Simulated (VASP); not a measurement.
# Al (P6_3/mmc) in VASP: a series of runs

The runs below take Al through single point, relaxation of shape and atoms at fixed volume, with LDA.

Program: VASP 6.6.1. These are calculated values, not measurements. Logs are shortened: lines on timing, memory, paths and dates and some standing lists are left out, and cuts for length are marked.

## (1) The cell of the first run

The structure is hexagonal, space group P6_3/mmc (No. 194). Conventional cell: a = 2.815 Å, b = 2.815 Å, c = 4.647 Å, α = 90.00°, β = 90.00°, γ = 120.00°. Al (site symmetry -6m2) has 12 Al at 2.82 to 2.84 Å within 3.7 Å.

## (2) Single point, LDA

Input file INCAR:

```
SYSTEM = Al
ALGO = Normal ; EDIFF = 1E-6
ENCUT = 520 ; ISIF = 2
ISMEAR = -1 ; LASPH = .True.
LCHARG = .False. ; LREAL = .False.
LWAVE = .False. ; NBANDS = 10
NELM = 60 ; PREC = Accurate
SIGMA = 0.08
```

Input file KPOINTS:

```
k-points
0
Gamma
  15 15 8
  0 0 0
```

Input file POSCAR:

```
Al
1.0
    2.8153452860      0.0000000000      0.0000000000
   -1.4076726430      2.4381605380      0.0000000000
    0.0000000000      0.0000000000      4.6472138214
Al
2
Direct
    0.3333333333      0.6666666667      0.2500000000
    0.6666666667      0.3333333333      0.7500000000
```

Potentials or basis: VASP PAW LDA potentials, release 64 (Al).

On the command line:

```bash
cat potpaw_LDA.64/Al/POTCAR > POTCAR
mpirun -np 1 vasp_std > vasp.out
```

OUTCAR:

```text
SYSTEM = Al
   EDIFF = 1E-6
   ENCUT = 520
   ISIF = 2
   ISMEAR = -1
   LASPH = .True.
   LREAL = .False.
   NELM = 60
   PREC = Accurate

 ion  position               nearest neighbor table
   1  0.333  0.667  0.250-   2 2.84   2 2.84   2 2.84   2 2.84   2 2.84   2 2.84
   2  0.667  0.333  0.750-   1 2.84   1 2.84   1 2.84   1 2.84   1 2.84   1 2.84

  LATTYP: Found a hexagonal cell.
 ALAT       =     2.8153452860
 C/A-ratio  =     1.6506727770

  Lattice vectors:

 A1 = (   2.8153452860,   0.0000000000,   0.0000000000)
 A2 = (  -1.4076726430,   2.4381605380,   0.0000000000)
 A3 = (   0.0000000000,   0.0000000000,   4.6472138214)

Analysis of symmetry for initial positions (statically):
=====================================================================
 Subroutine PRICEL returns:
 Original cell was already a primitive cell.

 Routine SETGRP: Setting up the symmetry group for a
 hexagonal supercell.

 Subroutine GETGRP returns: Found 24 space group operations
 (whereof 12 operations were pure point group operations)
 out of a pool of 24 trial point group operations.

The static configuration has the point symmetry D_3d.
 The point group associated with its full space group is D_6h.

Analysis of symmetry for dynamics (positions and initial velocities):
=====================================================================
 Subroutine PRICEL returns:
 Original cell was already a primitive cell.

 Routine SETGRP: Setting up the symmetry group for a
 hexagonal supercell.

 Subroutine GETGRP returns: Found 24 space group operations
 (whereof 12 operations were pure point group operations)
 out of a pool of 24 trial point group operations.

The dynamic configuration has the point symmetry D_3d.
 The point group associated with its full space group is D_6h.

 Subroutine INISYM returns: Found 24 space group operations
 (whereof 12 operations are pure point group operations),
 and found     1 'primitive' translations

----------------------------------------------------------------------------------------

                                     Primitive cell

  volume of cell :      31.8997

  direct lattice vectors                    reciprocal lattice vectors
     2.815345286  0.000000000  0.000000000     0.355196219  0.205072633  0.000000000
    -1.407672643  2.438160538  0.000000000     0.000000000  0.410145265  0.000000000
     0.000000000  0.000000000  4.647213821     0.000000000  0.000000000  0.215182696

  length of vectors
     2.815345286  2.815345286  4.647213821     0.410145265  0.410145265  0.215182696

  position of ions in fractional coordinates (direct lattice)
     0.333333333  0.666666667  0.250000000
     0.666666667  0.333333333  0.750000000

  ion indices of the primitive-cell ions
   primitive index   ion index
                 1           1
                 2           2

----------------------------------------------------------------------------------------

 KPOINTS: k-points

Automatic generation of k-mesh.
 Grid dimensions read from file:
 generate k-points for:   15   15    8

 Generating k-lattice:

  Cartesian coordinates                     Fractional coordinates (reciprocal lattice)
     0.023679748  0.013671509  0.000000000     0.066666667  0.000000000  0.000000000
     0.000000000  0.027343018  0.000000000     0.000000000  0.066666667  0.000000000
     0.000000000  0.000000000  0.026897837     0.000000000  0.000000000  0.125000000

  Length of vectors
     0.027343018  0.027343018  0.026897837

  Shift w.r.t. Gamma in fractional coordinates (k-lattice)
     0.000000000  0.000000000  0.000000000

 Subroutine IBZKPT returns following result:
 ===========================================

 Found    135 irreducible k-points:

 Following reciprocal coordinates:
            Coordinates               Weight
  0.000000  0.000000  0.000000      1.000000
  0.066667  0.000000  0.000000      6.000000
  0.133333  0.000000  0.000000      6.000000
  0.200000  0.000000  0.000000      6.000000
  0.266667  0.000000  0.000000      6.000000
  0.333333  0.000000  0.000000      6.000000
[... 16 lines left out ...]
  0.333333  0.200000  0.000000     12.000000
  0.400000  0.200000  0.000000      6.000000
 [... further k-points ...]
   k-points           NKPTS =    135   k-points in BZ     NKDIM =    135   number of bands    NBANDS=     10
   number of dos      NEDOS =    301   number of ions     NIONS =      2
   total plane-waves  NPLWV =  20736
   dimension x,y,z NGX =    24 NGY =   24 NGZ =   36
   dimension x,y,z NGXF=    48 NGYF=   48 NGZF=   72
   ions per type =               2
   NGX,Y,Z   is equivalent  to a cutoff of  14.17, 14.17, 12.88 a.u.
   NGXF,Y,Z  is equivalent  to a cutoff of  28.34, 28.34, 25.76 a.u.
 SYSTEM =  Al
   PREC   = accura    normal or accurate (medium, high low for compatibility)
   ISTART =      0    job   : 0-new  1-cont  2-samecut
   ICHARG =      2    charge: 1-file 2-atom 10-const
   ISPIN  =      1    spin polarized calculation?
   LNONCOLLINEAR =      F non collinear calculations
   LSORBIT =      F    spin-orbit coupling
   LASPH  =      T    aspherical Exc in radial PAW
   ENCUT  =  520.0 eV  38.22 Ry    6.18 a.u.   5.23  5.23  8.64*2*pi/ulx,y,z
   NELM   =     60;   NELMIN=  2; NELMDL= -5     # of ELM steps
   EDIFF  = 0.1E-05   stopping-criterion for ELM
   LREAL  =      F    real-space projection
   EDIFFG = 0.1E-04   stopping-criterion for IOM
   NSW    =      0    number of steps for IOM
   IBRION =     -1    ionic relax: 0-MD 1-quasi-New 2-CG
   NFREE  =      0    steps in history (QN), initial steepest desc. (CG)
   ISIF   =      2    stress and relaxation
   ISYM   =      2    0-nonsym 1-usesym 2-fastsym
   POTIM  = 0.5000    time-step for ionic-motion
   TEBEG  =    0.0;   TEEND  =   0.0 temperature during run
   PSTRESS=    0.0 pullay stress
   NELECT =       6.0000    total number of electrons
   NUPDOWN=      -1.0000    fix difference up-down
   EMIN   =  10.00;   EMAX   =-10.00  energy-range for DOS
   EFERMI =   0.00;   METHOD = LEGACY
   ISMEAR =    -1;   SIGMA  =   0.08  broadening in eV -4-tet -1-fermi 0-gaus
   EFERMI_NEDOS =   21; number of points for ismear=-14 and -15
   IALGO  =     38    algorithm
   IMIX   =      4    mixing-type and parameters
     AMIX     =   0.40;   BMIX     =  1.00
     AMIX_MAG =   1.60;   BMIX_MAG =  1.00
  volume/ion in A,a.u.               =      15.95       107.63
  Fermi-wavevector in a.u.,A,eV,Ry     =   0.937986  1.772537 11.970648  0.879818
  Thomas-Fermi vector in A             =   2.065152
   LORBIT       =      0    0 simple, 1 ext, 2 COOP (PROOUT), +10 PAW based schemes
   GGA     = CA    functional components
   LHFCALC =     F    Hartree Fock is set to
   AEXX    =    0.0000 exact exchange contribution
   IVDW    =     0    specifies the selected vdW correction
   LEPSILON=     F    determine dielectric tensor
   LRPA    =     F    only Hartree local field effects (RPA)
 non-spin polarized calculation
  energy-cutoff  :      520.00
  volume of cell :       31.90
 maximum number of plane-waves:       872
 NGX is ok and might be reduce to    24
   NGX = 11   NGY = 11   NGZ = 17

 number of electron       6.0000000 magnetization

 Free energy of the ion-electron system (eV)
  ---------------------------------------------------
  ext. energy  EPLUGINS =         0.00000000
  ---------------------------------------------------
  free energy    TOTEN  =        -8.32723621 eV

  energy without entropy =       -8.31135301  energy(sigma->0) =       -8.31929461

 E-fermi :   8.1632     XC(G=0): -10.4709

 val. band max:        8.1460113963   @ k =   0.3333   0.0667   0.5000
 cond. band min:       8.1933830620   @ k =   0.3333   0.0000   0.1250
 fundamental gap:      0.0473716657
 Fermi energy:         8.1632499289

 k-point     1 :       0.0000    0.0000    0.0000
  band No.  band energies     occupation
      1      -3.1903      2.00000
      2       3.4066      2.00000
      3       3.5709      2.00000
      4      19.0553      0.00000
      5      19.0553      0.00000
      6      19.4064      0.00000
      7      19.4064      0.00000
      8      20.2572      0.00000
      9      22.3491      0.00000
     10      22.5780      0.00000

 k-point     2 :       0.0667    0.0000    0.0000
  band No.  band energies     occupation
      1      -3.0800      2.00000
      2       3.5087      2.00000
      3       3.6786      2.00000
      4      17.0371      0.00000
      5      17.9056      0.00000
      6      19.1241      0.00000
      7      20.7408      0.00000
      8      21.0456      0.00000
      9      22.2092      0.00000
     10      22.7354      0.00000

 k-point     3 :       0.1333    0.0000    0.0000
  band No.  band energies     occupation
      1      -2.7496      2.00000
      2       3.8150      2.00000
      3       3.9999      2.00000
      4      14.5073      0.00000
      5      16.7863      0.00000
      6      18.1282      0.00000
      7      20.3218      0.00000
      8      20.4479      0.00000
      9      22.1002      0.00000
     10      22.1256      0.00000

 k-point     4 :       0.2000    0.0000    0.0000
  band No.  band energies     occupation
      1      -2.2007      2.00000
      2       4.3254      2.00000
      3       4.5282      2.00000
      4      12.0506      0.00000
      5      15.8532      0.00000
      6      16.9314      0.00000
      7      18.0897      0.00000
      8      18.6019      0.00000
      9      21.3867      0.00000
     10      21.9037      0.00000
[... 222 lines left out ...]
 k-point    22 :       0.2667    0.2000    0.0000
  band No.  band energies     occupation
      1       0.8310      2.00000
      2       6.6853      2.00000
      3       7.1748      1.99999
      4       7.7929      1.98066
      5       8.9983      0.00006
      6      13.2392      0.00000
      7      13.8119      0.00000
      8      15.2479      0.00000
      9      15.4997      0.00000
     10      22.2558      0.00000

 k-point    23 :       0.3333    0.2000    0.0000
  band No.  band energies     occupation
      1       2.1072      2.00000
      2       5.2135      2.00000
      3       8.0095      1.74483
      4       8.3723      0.13661
      5       9.2184      0.00000
      6      11.5251      0.00000
      7      12.2134      0.00000
      8      14.8405      0.00000
      9      15.1691      0.00000
     10      22.0468      0.00000

 k-point    24 :       0.4000    0.2000    0.0000
  band No.  band energies     occupation
      1       3.5034      2.00000
      2       3.6532      2.00000
      3       8.0643      1.55015
      4       9.4272      0.00000
      5       9.8473      0.00000
      6      10.2856      0.00000
      7      11.2336      0.00000
      8      14.7163      0.00000
      9      15.0646      0.00000
     10      21.9703      0.00000

 [... further k-points ...]
[... 5 lines left out ...]
  --------------------------------------------------------------------------------------
  -------------------------------------------------------------------------------------
  Total        0.0154291      0.0154291      0.0184872      0.0000000     -0.0000000      0.0000000
  in kB        0.7749338      0.7749338      0.9285272      0.0000000     -0.0000000      0.0000000
  external PRESSURE =       0.8261316 kB  Pullay stress =       0.0000000 kB

 VOLUME and BASIS-vectors are now :
 -----------------------------------------------------------------------------
  energy-cutoff  :      520.00
  volume of cell :       31.90
      direct lattice vectors                 reciprocal lattice vectors
     2.815345286  0.000000000  0.000000000     0.355196219  0.205072633  0.000000000
    -1.407672643  2.438160538  0.000000000     0.000000000  0.410145265  0.000000000
     0.000000000  0.000000000  4.647213821     0.000000000  0.000000000  0.215182696

 POSITION                                       TOTAL-FORCE (eV/Angst)
 -----------------------------------------------------------------------------------
     -0.00000      1.62544      1.16180         0.000000      0.000000      0.000000
      1.40767      0.81272      3.48541        -0.000000      0.000000      0.000000
 -----------------------------------------------------------------------------------
    total drift:                                0.000000     -0.000000     -0.000000

  FREE ENERGIE OF THE ION-ELECTRON SYSTEM (eV)
  ---------------------------------------------------
  free  energy   TOTEN  =        -8.3272362069 eV

  energy  without entropy=       -8.3113530071  energy(sigma->0) =       -8.31929461
```

It took 8.3 s on 1 thread of Intel Xeon 6975P-C (Granite Rapids), shared host; peak memory 0.15 GiB.

What came out:

* Free energy: -8.3272 eV
* Pressure: 0.1 GPa
* Band gap on the k mesh: zero (band 3 reaches 12.33 eV, above the bottom of band 4 at 4.98 eV)

## (3) Relaxation of shape and atoms at fixed volume, LDA

This run uses another cell than the first one, of 7.18 Å³/atom, 0.450 times its volume.

Input file INCAR:

```
SYSTEM = Al
ALGO = Normal
EDIFF = 1E-7
EDIFFG = -0.005
ENCUT = 600
GGA = CA
IBRION = 2
ISIF = 4
ISMEAR = -1
LASPH = .TRUE.
LCHARG = .FALSE.
LREAL = .FALSE.
LWAVE = .FALSE.
NELM = 100
NSW = 50
PREC = Accurate
SIGMA = 0.08
```

Input file KPOINTS:

```
k-points
0
G
  15 15 8
  0 0 0
```

Input file POSCAR:

```
Al
1.0
    2.1574256481      0.0000000000      0.0000000000
   -1.0787128241      1.8683854180      0.0000000000
    0.0000000000      0.0000000000      3.5612037857
Al
2
Direct
    0.3333333333      0.6666666667      0.2500000000
    0.6666666667      0.3333333333      0.7500000000
```

Potentials or basis: VASP PAW LDA potentials, release 64 (Al).

On the command line:

```bash
cat potpaw_LDA.64/Al/POTCAR > POTCAR
mpirun -np 1 vasp_std > vasp.out
```

Wall time 11 s (1 thread of Intel Xeon 6975P-C (Granite Rapids), shared host); peak memory 0.12 GiB.

It converged, with:

* Free energy: 1.1234 eV
* Energy gained by relaxing: 6.5 meV/atom
* Ionic steps: 4
* Pressure after relaxing: 339.1 GPa
* Band gap on the k mesh: zero (band 3 reaches 25.85 eV, above the bottom of band 4 at 15.38 eV)

Step by step:
```csv
step,energy change (eV),largest force (eV/Å),pressure (GPa),volume (Å³)
1,0.0000,0.0000,339.62,14.35
2,0.0107,0.0000,339.18,14.35
3,-0.0130,0.0000,339.12,14.35
4,-0.0130,0.0000,339.11,14.35
```

Final structure:
```yaml
crystal:
  lattice:
    - [2.17224, 0.00000, 0.00000]
    - [-1.08612, 1.88121, 0.00000]
    - [0.00000, 0.00000, 3.51280]
  atoms:
    - { symbol: Al, position: [0.33333, 0.66667, 0.25000] }
    - { symbol: Al, position: [0.66667, 0.33333, 0.75000] }
```

Levels at points of the mesh, in eV from the Fermi level:
| k point | band 1 | band 2 | band 3 | band 4 | band 5 | band 6 | band 7 |
| --- | --- | --- | --- | --- | --- | --- | --- |
| (0.00, 0.00, 0.00) | -17.61 | -7.68 | -5.44 | 16.12 | 16.12 | 17.55 | 18.48 |
| (0.00, 0.00, 0.50) | -14.71 | -14.71 | 5.81 | 5.81 | 17.09 | 17.09 | 17.09 |
